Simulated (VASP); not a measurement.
# CdSe (Fm-3m) in VASP: notebook

Aim: see how the results for CdSe move with the level of theory and the settings. Levels: LDA, PBE. Tasks: vibrations by perturbation theory.

All numbers are computed with VASP 6.6.1; they aren't measurements. Logs are shortened: lines on timing, memory, paths and dates and some standing lists are left out, and cuts for length are marked.

### Step 1. The cell of the first run

Symmetry: Fm-3m, No. 225, cubic system. Conventional cell: a = 5.748 Å, b = 5.748 Å, c = 5.748 Å, α = 90.00°, β = 90.00°, γ = 90.00°. Cd (site symmetry m-3m) has 6 Se at 2.87 Å within 3.8 Å. Se (site symmetry m-3m) has 6 Cd at 2.87 Å within 3.8 Å.

### Step 2. Vibrations by perturbation theory, LDA

Input file INCAR:

```
ALGO     = Normal         # electronic algorithm
EDIFF    = 1E-8           # SCF threshold, eV
ENCUT    = 520            # plane-wave cutoff, eV
IBRION   = 8              # ionic algorithm
ISIF     = 2              # what is computed and relaxed
ISMEAR   = -1             # smearing method
LASPH    = True           # aspherical terms in the spheres
LCHARG   = True           # write CHGCAR
LREAL    = False          # projectors in reciprocal space
LWAVE    = False          # write WAVECAR
NELM     = 60             # most SCF steps
NSW      = 1              # ionic steps
PREC     = Accurate       # precision mode
SIGMA    = 0.05           # smearing width, eV
```

Input file KPOINTS:

```
k-points
0
Gamma
  6 6 6
```

Input file POSCAR:

```
CdSe
1.0
    0.0000000000      2.8739580000      2.8739580000
    2.8739580000      0.0000000000      2.8739580000
    2.8739580000      2.8739580000      0.0000000000
Cd Se
1 1
Direct
    0.0000000000      0.0000000000      0.0000000000
    0.5000000000      0.5000000000      0.5000000000
```

Potentials or basis: VASP PAW LDA potentials, release 64 (Cd, Se).

Started as:

```bash
$ cat potpaw_LDA.64/Cd/POTCAR potpaw_LDA.64/Se/POTCAR > POTCAR
$ mpirun -np 1 vasp_std > vasp.out
```

OUTCAR:

```text
EDIFF = 1E-8
   ENCUT = 520
   IBRION = 8
   ISIF = 2
   ISMEAR = -1
   LASPH = True
   LREAL = False
   NELM = 60
   NSW = 1
   PREC = Accurate

 ion  position               nearest neighbor table
   1  0.000  0.000  0.000-   2 2.87   2 2.87   2 2.87   2 2.87   2 2.87   2 2.87
   2  0.500  0.500  0.500-   1 2.87   1 2.87   1 2.87   1 2.87   1 2.87   1 2.87

  LATTYP: Found a face centered cubic cell.
 ALAT       =     5.7479160000

  Lattice vectors:

 A1 = (   0.0000000000,   2.8739580000,   2.8739580000)
 A2 = (   2.8739580000,   0.0000000000,   2.8739580000)
 A3 = (   2.8739580000,   2.8739580000,   0.0000000000)

Analysis of symmetry for initial positions (statically):
=====================================================================
 Subroutine PRICEL returns:
 Original cell was already a primitive cell.

 Routine SETGRP: Setting up the symmetry group for a
 face centered cubic supercell.

 Subroutine GETGRP returns: Found 48 space group operations
 (whereof 48 operations were pure point group operations)
 out of a pool of 48 trial point group operations.

The static configuration has the point symmetry O_h .

Analysis of symmetry for dynamics (positions and initial velocities):
=====================================================================
 Subroutine PRICEL returns:
 Original cell was already a primitive cell.

 Routine SETGRP: Setting up the symmetry group for a
 face centered cubic supercell.

 Subroutine GETGRP returns: Found 48 space group operations
 (whereof 48 operations were pure point group operations)
 out of a pool of 48 trial point group operations.

The dynamic configuration has the point symmetry O_h .

 Subroutine INISYM returns: Found 48 space group operations
 (whereof 48 operations are pure point group operations),
 and found     1 'primitive' translations

----------------------------------------------------------------------------------------

                                     Primitive cell

  volume of cell :      47.4757

  direct lattice vectors                    reciprocal lattice vectors
     0.000000000  2.873958000  2.873958000    -0.173976098  0.173976098  0.173976098
     2.873958000  0.000000000  2.873958000     0.173976098 -0.173976098  0.173976098
     2.873958000  2.873958000  0.000000000     0.173976098  0.173976098 -0.173976098

  length of vectors
     4.064390381  4.064390381  4.064390381     0.301335442  0.301335442  0.301335442

  position of ions in fractional coordinates (direct lattice)
     0.000000000  0.000000000  0.000000000
     0.500000000  0.500000000  0.500000000

  ion indices of the primitive-cell ions
   primitive index   ion index
                 1           1
                 2           2

----------------------------------------------------------------------------------------

 KPOINTS: k-points

Automatic generation of k-mesh.
 Grid dimensions read from file:
 generate k-points for:    6    6    6

 Generating k-lattice:

  Cartesian coordinates                     Fractional coordinates (reciprocal lattice)
    -0.028996016  0.028996016  0.028996016     0.166666667  0.000000000  0.000000000
     0.028996016 -0.028996016  0.028996016     0.000000000  0.166666667  0.000000000
     0.028996016  0.028996016 -0.028996016     0.000000000  0.000000000  0.166666667

  Length of vectors
     0.050222574  0.050222574  0.050222574

  Shift w.r.t. Gamma in fractional coordinates (k-lattice)
     0.000000000  0.000000000  0.000000000

 Subroutine IBZKPT returns following result:
 ===========================================

 Found     16 irreducible k-points:

 Following reciprocal coordinates:
            Coordinates               Weight
  0.000000  0.000000  0.000000      1.000000
  0.166667  0.000000  0.000000      8.000000
  0.333333  0.000000  0.000000      8.000000
  0.500000  0.000000  0.000000      4.000000
  0.166667  0.166667  0.000000      6.000000
  0.333333  0.166667  0.000000     24.000000
[... 8 lines left out ...]
 -0.333333  0.333333  0.166667     24.000000
 -0.333333  0.500000  0.166667     12.000000
   k-points           NKPTS =     16   k-points in BZ     NKDIM =     16   number of bands    NBANDS=     13
   number of dos      NEDOS =    301   number of ions     NIONS =      2
   total plane-waves  NPLWV =  27000
   dimension x,y,z NGX =    30 NGY =   30 NGZ =   30
   dimension x,y,z NGXF=    60 NGYF=   60 NGZF=   60
   ions per type =               1   1
   NGX,Y,Z   is equivalent  to a cutoff of  12.27, 12.27, 12.27 a.u.
[... 20 lines left out ...]
   TEBEG  =    0.0;   TEEND  =   0.0 temperature during run
   PSTRESS=    0.0 pullay stress
   NELECT =      18.0000    total number of electrons
   NUPDOWN=      -1.0000    fix difference up-down
   EMIN   =  10.00;   EMAX   =-10.00  energy-range for DOS
   EFERMI =   0.00;   METHOD = LEGACY
   ISMEAR =    -1;   SIGMA  =   0.05  broadening in eV -4-tet -1-fermi 0-gaus
   EFERMI_NEDOS =   21; number of points for ismear=-14 and -15
   IALGO  =     38    algorithm
   IMIX   =      4    mixing-type and parameters
     AMIX     =   0.40;   BMIX     =  1.00
     AMIX_MAG =   1.60;   BMIX_MAG =  1.00
  volume/ion in A,a.u.               =      23.74       160.19
  Fermi-wavevector in a.u.,A,eV,Ry     =   1.184882  2.239103 19.101849  1.403946
  Thomas-Fermi vector in A             =   2.321088
   LORBIT       =      0    0 simple, 1 ext, 2 COOP (PROOUT), +10 PAW based schemes
   GGA     = CA    functional components
   LHFCALC =     F    Hartree Fock is set to
   AEXX    =    0.0000 exact exchange contribution
   IVDW    =     0    specifies the selected vdW correction
   LEPSILON=     F    determine dielectric tensor
   LRPA    =     F    only Hartree local field effects (RPA)
 non-spin polarized calculation
  energy-cutoff  :      520.00
  volume of cell :       47.48
 maximum number of plane-waves:      1303
   NGX = 15   NGY = 15   NGZ = 15

--------------------------------------- Ionic step        1  -------------------------------------------

 number of electron      18.0000005 magnetization

 Free energy of the ion-electron system (eV)
  ---------------------------------------------------
  ext. energy  EPLUGINS =         0.00000000
  ---------------------------------------------------
  free energy    TOTEN  =        -6.52334580 eV

  energy without entropy =       -6.51765638  energy(sigma->0) =       -6.52050109

 E-fermi :   2.2093     XC(G=0): -10.3254

 val. band max:        2.1307663656   @ k =  -0.1667   0.1667   0.0000
 cond. band min:       2.9689636542   @ k =   0.5000   0.3333   0.0000
 fundamental gap:      0.8381972886
 Fermi energy:         2.2092649604

 k-point     1 :       0.0000    0.0000    0.0000
  band No.  band energies     occupation
      1     -10.7612      2.00000
      2      -5.7419      2.00000
      3      -5.7419      2.00000
      4      -5.7221      2.00000
      5      -5.7221      2.00000
      6      -5.7221      2.00000
      7       1.5501      2.00000
      8       1.5501      2.00000
      9       1.5501      2.00000
     10       2.0299      1.94613
     11      10.7925      0.00000
     12      10.7925      0.00000
     13      10.7925      0.00000
[... 228 lines left out ...]
      2      -5.7888      2.00000
      3      -5.7779      2.00000
      4      -5.6324      2.00000
      5      -5.5305      2.00000
      6      -5.1713      2.00000
      7      -1.4826      2.00000
      8      -0.7899      2.00000
      9      -0.4802      2.00000
     10       3.8893      0.00000
     11       8.5287      0.00000
     12       9.0863      0.00000
     13      10.5311      0.00000

------------------------ aborting loop because EDIFF is reached ----------------------------------------

  FORCE on cell =-STRESS in cart. coord.  units (eV):
  Direction    XX          YY          ZZ          XY          YZ          ZX
  --------------------------------------------------------------------------------------
  -------------------------------------------------------------------------------------
  Total       -1.6272697     -1.6272697     -1.6272697      0.0000000      0.0000000     -0.0000000
  in kB      -54.9159982    -54.9159982    -54.9159982      0.0000000      0.0000000     -0.0000000
  external PRESSURE =     -54.9159982 kB  Pullay stress =       0.0000000 kB

 VOLUME and BASIS-vectors are now :
 -----------------------------------------------------------------------------
  energy-cutoff  :      520.00
  volume of cell :       47.48
      direct lattice vectors                 reciprocal lattice vectors
     0.000000000  2.873958000  2.873958000    -0.173976098  0.173976098  0.173976098
     2.873958000  0.000000000  2.873958000     0.173976098 -0.173976098  0.173976098
     2.873958000  2.873958000  0.000000000     0.173976098  0.173976098 -0.173976098

 POSITION                                       TOTAL-FORCE (eV/Angst)
 -----------------------------------------------------------------------------------
      0.00000      0.00000      0.00000         0.000000      0.000000     -0.000000
      2.87396      2.87396      2.87396         0.000000     -0.000000      0.000000
 -----------------------------------------------------------------------------------
    total drift:                               -0.000000      0.000000      0.000000

  FREE ENERGIE OF THE ION-ELECTRON SYSTEM (eV)
  ---------------------------------------------------
  free  energy   TOTEN  =        -6.5233457964 eV

  energy  without entropy=       -6.5176563758  energy(sigma->0) =       -6.52050109

[... ionic steps 2 to 3 ...]

--------------------------------------- Ionic step        4  -------------------------------------------

------------------------ aborting loop because EDIFF is reached ----------------------------------------

[... ionic steps 5 to 6 ...]

--------------------------------------- Ionic step        7  -------------------------------------------

 Free energy of the ion-electron system (eV)
  ---------------------------------------------------
  ---------------------------------------------------
  free energy    TOTEN  =        -0.08272726 eV

  energy without entropy =       -0.08272726

------------------------ aborting loop because EDIFF is reached ----------------------------------------

 INTERNAL STRAIN TENSOR  FOR ION    2  DIRECTION 1   (eV/Angst):
 -----------------------------------------------------------------------------
    -0.03556  0.00000  0.00000
    -0.00000  0.02973  0.00000
     0.00000  0.00000  0.02973

 INTERNAL STRAIN TENSOR FOR ION    2 for displacements in x,y,z  (eV/Angst):
          X           Y           Z          XY          YZ          ZX
  --------------------------------------------------------------------------------
  x     0.00000     0.00000     0.00000     0.00000     0.00000     0.00000
  y     0.00000     0.00000     0.00000     0.00000     0.00000     0.00000
  z     0.00000     0.00000     0.00000     0.00000     0.00000     0.00000

 SECOND DERIVATIVES (NOT SYMMETRIZED)
 ------------------------------------
               1X          1Y          1Z          2X          2Y          2Z
  1X    -0.671934    0.000000    0.000000    0.671934    0.000000    0.000000
  1Y     0.000000   -0.671934    0.000000    0.000000    0.671934    0.000000
  1Z     0.000000    0.000000   -0.671934    0.000000    0.000000    0.671934
  2X     0.653378    0.000000    0.000000   -0.653378    0.000000    0.000000
  2Y     0.000000    0.653378    0.000000    0.000000   -0.653378    0.000000
  2Z     0.000000    0.000000    0.653378    0.000000    0.000000   -0.653378

 Eigenvectors and eigenvalues of the dynamical matrix
 ----------------------------------------------------

   1 f  =    1.866393 THz    11.726895 2PiTHz   62.256180 cm-1     7.718779 meV
             X         Y         Z           dx          dy          dz
      0.000000  0.000000  0.000000     0.000000   -0.647621   -0.000000
      2.873958  2.873958  2.873958     0.000000    0.761963   -0.000000
[... 21 lines left out ...]
   6 f/i=    0.012895 THz     0.081025 2PiTHz    0.430147 cm-1     0.053331 meV
             X         Y         Z           dx          dy          dz
      0.000000  0.000000  0.000000    -0.085391    0.091139    0.751658
      2.873958  2.873958  2.873958    -0.072577    0.077463    0.638862

--------------------------------------------------------------------------------------------------------

 ELASTIC MODULI CONTR FROM IONIC RELAXATION (kBar)
 Direction    XX          YY          ZZ          XY          YZ          ZX
 --------------------------------------------------------------------------------
 XX           0.0000      0.0000      0.0000      0.0000      0.0000      0.0000
 YY           0.0000      0.0000      0.0000      0.0000      0.0000      0.0000
 ZZ           0.0000      0.0000      0.0000      0.0000      0.0000      0.0000
 XY           0.0000      0.0000      0.0000      0.0000      0.0000      0.0000
 YZ           0.0000      0.0000      0.0000      0.0000      0.0000      0.0000
 ZX           0.0000      0.0000      0.0000      0.0000      0.0000      0.0000
 --------------------------------------------------------------------------------
```

It took 1.8 min on 1 thread of AMD EPYC 7R43 (Zen 3), shared host; peak memory 0.18 GiB.

Results:

```
Highest phonon frequency at Γ, LO-TO splitting left out : 62 cm⁻¹
```

Phonon frequencies in cm⁻¹ (negative: imaginary):
| q point | frequencies |
| --- | --- |
| (0.000, 0.000, 0.000) | 0 0 0 62 62 62 |

Caveat: the cell wasn't relaxed at this level first, which shifts response properties.

### Step 3. Vibrations by perturbation theory, PBE

Input file INCAR:

```
SYSTEM = CdSe
PREC = Accurate ; ENCUT = 520
EDIFF = 1E-8 ; ISMEAR = -1
SIGMA = 0.05 ; LREAL = .False.
LASPH = .True. ; NELM = 100
ALGO = Normal ; ISIF = 2
LWAVE = .False. ; LCHARG = .False.
GGA = PE ; IBRION = 8
NSW = 1
```

Input file KPOINTS:

```
Automatic mesh
0
Gamma
  6 6 6
  0 0 0
```

POSCAR is that of step 2.

Potentials or basis: VASP PAW PBE potentials, release 64 (Cd, Se).

Started as:

```bash
$ cat potpaw_PBE.64/Cd/POTCAR potpaw_PBE.64/Se/POTCAR > POTCAR
$ mpirun -np 1 vasp_std > vasp.out
```

OUTCAR:

```text
SYSTEM = CdSe
   PREC = Accurate
   ENCUT = 520
   EDIFF = 1E-8
   ISMEAR = -1
   LREAL = .False.
   LASPH = .True.
   NELM = 100
   ISIF = 2
   GGA = PE
   IBRION = 8
   NSW = 1

 ion  position               nearest neighbor table
   1  0.000  0.000  0.000-   2 2.87   2 2.87   2 2.87   2 2.87   2 2.87   2 2.87
   2  0.500  0.500  0.500-   1 2.87   1 2.87   1 2.87   1 2.87   1 2.87   1 2.87

  LATTYP: Found a face centered cubic cell.
 ALAT       =     5.7479160000

  Lattice vectors:

 A1 = (   0.0000000000,   2.8739580000,   2.8739580000)
 A2 = (   2.8739580000,   0.0000000000,   2.8739580000)
 A3 = (   2.8739580000,   2.8739580000,   0.0000000000)

Analysis of symmetry for initial positions (statically):
=====================================================================
 Subroutine PRICEL returns:
 Original cell was already a primitive cell.

 Routine SETGRP: Setting up the symmetry group for a
 face centered cubic supercell.

 Subroutine GETGRP returns: Found 48 space group operations
 (whereof 48 operations were pure point group operations)
 out of a pool of 48 trial point group operations.

The static configuration has the point symmetry O_h .

Analysis of symmetry for dynamics (positions and initial velocities):
=====================================================================
 Subroutine PRICEL returns:
 Original cell was already a primitive cell.

 Routine SETGRP: Setting up the symmetry group for a
 face centered cubic supercell.

 Subroutine GETGRP returns: Found 48 space group operations
 (whereof 48 operations were pure point group operations)
 out of a pool of 48 trial point group operations.

The dynamic configuration has the point symmetry O_h .
[... 426 lines left out ...]
    total drift:                               -0.000000      0.000000      0.000000

  FREE ENERGIE OF THE ION-ELECTRON SYSTEM (eV)
  ---------------------------------------------------
  free  energy   TOTEN  =        -5.2028907988 eV

  energy  without entropy=       -5.1975807228  energy(sigma->0) =       -5.20023576

[... ionic steps 2 to 3 ...]

--------------------------------------- Ionic step        4  -------------------------------------------

------------------------ aborting loop because EDIFF is reached ----------------------------------------

[... ionic steps 5 to 6 ...]

--------------------------------------- Ionic step        7  -------------------------------------------

 Free energy of the ion-electron system (eV)
  ---------------------------------------------------
  ---------------------------------------------------
  free energy    TOTEN  =        -0.08278584 eV

  energy without entropy =       -0.08278584

------------------------ aborting loop because EDIFF is reached ----------------------------------------

 INTERNAL STRAIN TENSOR  FOR ION    2  DIRECTION 1   (eV/Angst):
 -----------------------------------------------------------------------------
    -0.03411 -0.00000  0.00000
    -0.00000  0.02920 -0.00000
    -0.00000 -0.00000  0.02920

 INTERNAL STRAIN TENSOR FOR ION    2 for displacements in x,y,z  (eV/Angst):
          X           Y           Z          XY          YZ          ZX
  --------------------------------------------------------------------------------
  x     0.00000     0.00000     0.00000     0.00000     0.00000     0.00000
  y     0.00000     0.00000     0.00000     0.00000     0.00000     0.00000
  z     0.00000     0.00000     0.00000     0.00000     0.00000     0.00000

 SECOND DERIVATIVES (NOT SYMMETRIZED)
 ------------------------------------
               1X          1Y          1Z          2X          2Y          2Z
  1X    -1.156205    0.000000    0.000000    1.156205    0.000000    0.000000
  1Y     0.000000   -1.156205    0.000000    0.000000    1.156205    0.000000
  1Z     0.000000    0.000000   -1.156205    0.000000    0.000000    1.156205
  2X     1.146014    0.000000    0.000000   -1.146014    0.000000    0.000000
  2Y     0.000000    1.146014    0.000000    0.000000   -1.146014    0.000000
  2Z     0.000000    0.000000    1.146014    0.000000    0.000000   -1.146014

 Eigenvectors and eigenvalues of the dynamical matrix
 ----------------------------------------------------

   1 f  =    2.461909 THz    15.468634 2PiTHz   82.120461 cm-1    10.181635 meV
             X         Y         Z           dx          dy          dz
      0.000000  0.000000  0.000000     0.000000    0.644011    0.000000
      2.873958  2.873958  2.873958     0.000000   -0.765017    0.000000
[... 21 lines left out ...]
   6 f/i=    0.005369 THz     0.033734 2PiTHz    0.179086 cm-1     0.022204 meV
             X         Y         Z           dx          dy          dz
      0.000000  0.000000  0.000000     0.000000    0.000000    0.765017
      2.873958  2.873958  2.873958     0.000000    0.000000    0.644011

--------------------------------------------------------------------------------------------------------

 ELASTIC MODULI CONTR FROM IONIC RELAXATION (kBar)
 Direction    XX          YY          ZZ          XY          YZ          ZX
 --------------------------------------------------------------------------------
 XX           0.0000      0.0000      0.0000      0.0000      0.0000      0.0000
 YY           0.0000      0.0000      0.0000      0.0000      0.0000      0.0000
 ZZ           0.0000      0.0000      0.0000      0.0000      0.0000      0.0000
 XY           0.0000      0.0000      0.0000      0.0000      0.0000      0.0000
 YZ           0.0000      0.0000      0.0000      0.0000      0.0000      0.0000
 ZX           0.0000      0.0000      0.0000      0.0000      0.0000      0.0000
 --------------------------------------------------------------------------------
```

Wall time 2.1 min (1 thread of AMD EPYC 7R43 (Zen 3), shared host); peak memory 0.17 GiB.

Results:

```yaml
Highest_phonon_frequency_at_Γ_LO-TO_splitting_left_out: 82 cm⁻¹
```

Phonon frequencies in cm⁻¹ (negative: imaginary):
```
              q point     frequencies
(0.000, 0.000, 0.000)  0 0 0 82 82 82
```
